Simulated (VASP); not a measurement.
# MgO (wurtzite type) (P6_3mc) in VASP: further runs

MgO (wurtzite type) is run at these levels: PBE; tasks: electric field gradients, single point.

Program: VASP 6.6.1. These are calculated values, not measurements. Logs are shortened: lines on timing, memory, paths and dates and some standing lists are left out, and cuts for length are marked.

### 1 The cell of the first run

It takes space group P6_3mc (No. 186, hexagonal). Conventional cell: a = 3.315 Å, b = 3.315 Å, c = 5.122 Å, α = 90.00°, β = 90.00°, γ = 120.00°. Mg (site symmetry 3m) has 4 O at 1.99 to 2.01 Å within 2.6 Å. O (site symmetry 3m) has 4 Mg at 1.99 to 2.01 Å within 2.6 Å.

### 2 Electric field gradients, PBE

Input file INCAR:

```
ALGO     = Normal         # electronic algorithm
EDIFF    = 1E-8           # SCF threshold, eV
ENCUT    = 520            # plane-wave cutoff, eV
GGA      = PE             # functional
ISIF     = 2              # what is computed and relaxed
ISMEAR   = -1             # smearing method
LASPH    = True           # aspherical terms in the spheres
LCHARG   = False          # write CHGCAR
LEFG     = True         
LREAL    = False          # projectors in reciprocal space
LWAVE    = False          # write WAVECAR
NBANDS   = 16             # bands
NELM     = 60             # most SCF steps
PREC     = Accurate       # precision mode
SIGMA    = 0.08           # smearing width, eV
```

Input file KPOINTS:

```
k-points
0
Gamma
  15 15 8
```

Input file POSCAR:

```
MgO
1.0
    3.3145816860      0.0000000000      0.0000000000
   -1.6572908430      2.8705119429      0.0000000000
    0.0000000000      0.0000000000      5.1218850426
Mg O
2 2
Direct
    0.3333333333      0.6666666667     -0.0079272877
    0.6666666667      0.3333333333      0.4920727123
    0.3333333333      0.6666666667      0.3839272877
    0.6666666667      0.3333333333      0.8839272877
```

Potentials or basis: VASP PAW PBE potentials, release 64 (Mg, O).

On the command line:

```
cat potpaw_PBE.64/Mg/POTCAR potpaw_PBE.64/O/POTCAR > POTCAR
mpirun -np 1 vasp_std > vasp.out
```

OUTCAR:

```text
EDIFF = 1E-8
   ENCUT = 520
   GGA = PE
   ISIF = 2
   ISMEAR = -1
   LASPH = True
   LREAL = False
   NELM = 60
   PREC = Accurate

 ion  position               nearest neighbor table
   1  0.333  0.667  0.992-   4 1.99   4 1.99   4 1.99   3 2.01   2 3.20   2 3.20   2 3.20   2 3.20
                             2 3.20   2 3.20
   2  0.667  0.333  0.492-   3 1.99   3 1.99   3 1.99   4 2.01   1 3.20   1 3.20   1 3.20   1 3.20
                             1 3.20   1 3.20
   3  0.333  0.667  0.384-   2 1.99   2 1.99   2 1.99   1 2.01
   4  0.667  0.333  0.884-   1 1.99   1 1.99   1 1.99   2 2.01

  LATTYP: Found a hexagonal cell.
 ALAT       =     3.3145816860
 C/A-ratio  =     1.5452583547

  Lattice vectors:

 A1 = (   3.3145816860,   0.0000000000,   0.0000000000)
 A2 = (  -1.6572908430,   2.8705119429,   0.0000000000)
 A3 = (   0.0000000000,   0.0000000000,   5.1218850426)

Analysis of symmetry for initial positions (statically):
=====================================================================
 Subroutine PRICEL returns:
 Original cell was already a primitive cell.

 Routine SETGRP: Setting up the symmetry group for a
 hexagonal supercell.

 Subroutine GETGRP returns: Found 12 space group operations
 (whereof  6 operations were pure point group operations)
 out of a pool of 24 trial point group operations.

The static configuration has the point symmetry C_3v.
 The point group associated with its full space group is C_6v.

Analysis of symmetry for dynamics (positions and initial velocities):
=====================================================================
 Subroutine PRICEL returns:
 Original cell was already a primitive cell.

 Routine SETGRP: Setting up the symmetry group for a
 hexagonal supercell.

 Subroutine GETGRP returns: Found 12 space group operations
 (whereof  6 operations were pure point group operations)
 out of a pool of 24 trial point group operations.

The dynamic configuration has the point symmetry C_3v.
 The point group associated with its full space group is C_6v.

 Subroutine INISYM returns: Found 12 space group operations
 (whereof  6 operations are pure point group operations),
 and found     1 'primitive' translations

----------------------------------------------------------------------------------------
[... 141 lines left out ...]
  free energy    TOTEN  =       -23.53495891 eV

  energy without entropy =      -23.53495891  energy(sigma->0) =      -23.53495891

 E-fermi :   2.5385     XC(G=0):  -9.6055

 val. band max:        0.8831936744   @ k =   0.0000   0.0000   0.0000
 cond. band min:       4.2775287084   @ k =   0.0000   0.0000   0.0000
 fundamental gap:      3.3943350339
 Fermi energy:         2.5385420570

 k-point     1 :       0.0000    0.0000    0.0000
  band No.  band energies     occupation
      1     -15.1901      2.00000
      2     -14.4704      2.00000
      3      -2.2482      2.00000
      4       0.2839      2.00000
      5       0.2839      2.00000
      6       0.5770      2.00000
[... 433 lines left out ...]
      3      -1.8368      2.00000
      4      -1.0416      2.00000
      5      -0.7221      2.00000
      6      -0.5069      2.00000
[... 8 lines left out ...]
     15      14.2429      0.00000
     16      16.6304      0.00000

 [... further k-points ...]
[... 5 lines left out ...]
  --------------------------------------------------------------------------------------
  -------------------------------------------------------------------------------------
  Total       -0.1242504     -0.1242504     -0.1207602      0.0000000     -0.0000000      0.0000000
  in kB       -4.0849857     -4.0849856     -3.9702377      0.0000000     -0.0000000      0.0000000
  external PRESSURE =      -4.0467363 kB  Pullay stress =       0.0000000 kB

 VOLUME and BASIS-vectors are now :
 -----------------------------------------------------------------------------
  energy-cutoff  :      520.00
  volume of cell :       48.73
      direct lattice vectors                 reciprocal lattice vectors
     3.314581686  0.000000000  0.000000000     0.301697196  0.174184957  0.000000000
    -1.657290843  2.870511943  0.000000000     0.000000000  0.348369914  0.000000000
     0.000000000  0.000000000  5.121885043     0.000000000  0.000000000  0.195240618

 POSITION                                       TOTAL-FORCE (eV/Angst)
 -----------------------------------------------------------------------------------
     -0.00000      1.91367      5.08128        -0.000000     -0.000000      0.000349
      1.65729      0.95684      2.52034        -0.000000      0.000000      0.000349
     -0.00000      1.91367      1.96643         0.000000      0.000000     -0.000349
      1.65729      0.95684      4.52737         0.000000      0.000000     -0.000349
 -----------------------------------------------------------------------------------
    total drift:                               -0.000000     -0.000000     -0.001175

  FREE ENERGIE OF THE ION-ELECTRON SYSTEM (eV)
  ---------------------------------------------------
  free  energy   TOTEN  =       -23.5349589144 eV

  energy  without entropy=      -23.5349589143  energy(sigma->0) =      -23.53495891

 Electric field gradients (V/A^2)
---------------------------------------------------------------------
 ion       V_xx      V_yy      V_zz      V_xy      V_xz      V_yz
---------------------------------------------------------------------
   1      -2.224    -2.224     4.449    -0.000     0.000    -0.000
   2      -2.224    -2.224     4.449    -0.000    -0.000     0.000
   3       0.596     0.597    -1.193     0.001    -0.000     0.000
   4       0.596     0.597    -1.193     0.001     0.000    -0.000
---------------------------------------------------------------------

 Electric field gradients after diagonalization (V/A^2)
 (convention: |V_zz| > |V_xx| > |V_yy|)
----------------------------------------------------------------------
 ion       V_xx      V_yy      V_zz     asymmetry (V_yy - V_xx)/ V_zz
----------------------------------------------------------------------
   1      -2.224    -2.224     4.449       0.000
   2      -2.224    -2.224     4.449       0.000
   3       0.598     0.595    -1.193       0.003
   4       0.598     0.595    -1.193       0.003
----------------------------------------------------------------------

           NMR quadrupolar parameters

 Cq : quadrupolar parameter    Cq=e*Q*V_zz/h
 eta: asymmetry parameters     (V_yy - V_xx)/ V_zz
 Q  : nuclear electric quadrupole moment in mb (millibarn)
----------------------------------------------------------------------
 ion       Cq(MHz)       eta       Q (mb)
----------------------------------------------------------------------
   1       0.011       0.000       1.000
   2       0.011       0.000       1.000
   3      -0.003       0.003       1.000
   4      -0.003       0.003       1.000
----------------------------------------------------------------------
```

It took 88 s on 1 thread of AMD EPYC 9R14 (Zen 4), shared host; peak memory 0.21 GiB.

What came out:

```yaml
Free_energy: -23.5350 eV
Pressure: -0.4 GPa
Band_gap_on_the_k_mesh: 3.39 eV
Largest_electric_field_gradient_by_atom: Mg +4.4; O -1.2 V/Å²
```

Electric field gradients, principal values (V/Å²):
```csv
atom,least,middle,greatest (by size)
1 Mg,-2.224,-2.224,4.449
2 Mg,-2.224,-2.224,4.449
3 O,0.595,0.598,-1.193
4 O,0.595,0.598,-1.193
```

Caveat: without QUAD_EFG the Cq values of the log hold for a quadrupole moment of 1 mb, not for the nuclei. A k mesh can miss the band edges.

### 3 Single point, PBE

POSCAR is that of step 2.

Input file INCAR.step1:

```
SYSTEM = MgO
  PREC = Accurate
  ENCUT = 520
  EDIFF = 1E-6
  ISMEAR = -1
  SIGMA = 0.08
  LREAL = .False.
  LASPH = .True.
  NELM = 100
  ALGO = Normal
  ISIF = 2
  LWAVE = .False.
  LCHARG = .True.
  GGA = PE
  NBANDS = 16
```

Input file KPOINTS.step1:

```
regular mesh
0
Gamma
  15 15 8
  0 0 0
```

Input file INCAR.step2:

```
SYSTEM = MgO
  PREC = Accurate
  ENCUT = 520
  EDIFF = 1E-6
  ISMEAR = -5
  SIGMA = 0.08
  LREAL = .False.
  LASPH = .True.
  NELM = 100
  ALGO = Normal
  ISIF = 2
  LWAVE = .False.
  LCHARG = .False.
  GGA = PE
  LORBIT = 11
  NEDOS = 1001
  ICHARG = 11
```

Input file KPOINTS.step2:

```
regular mesh
0
Gamma
  23 23 12
  0 0 0
```

Potentials or basis: VASP PAW PBE potentials, release 64 (Mg, O).

On the command line:

```
cat potpaw_PBE.64/Mg/POTCAR potpaw_PBE.64/O/POTCAR > POTCAR
cp INCAR.step1 INCAR
cp KPOINTS.step1 KPOINTS
mpirun -np 1 vasp_std > vasp.out
cp INCAR.step2 INCAR
cp KPOINTS.step2 KPOINTS
mpirun -np 1 vasp_std > vasp.out
```

Wall time 2.5 min (1 thread of AMD EPYC 9R14 (Zen 4), shared host); peak memory 0.32 GiB.

It converged, with:

| Property | Result |
| --- | --- |
| Valence electrons inside the program's atomic spheres | Mg 0.42; O 5.08 |

Levels at points of the mesh, in eV from the valence-band top:
```
           k point  band 5  band 6  band 7  band 8  band 9  band 10  band 11  band 12
(0.00, 0.00, 0.00)   -0.60   -0.31   -0.31    0.00    3.39     8.35    10.02    14.16
(0.00, 0.00, 0.50)   -0.46   -0.46   -0.46   -0.46    5.83     5.83    12.88    12.88
```
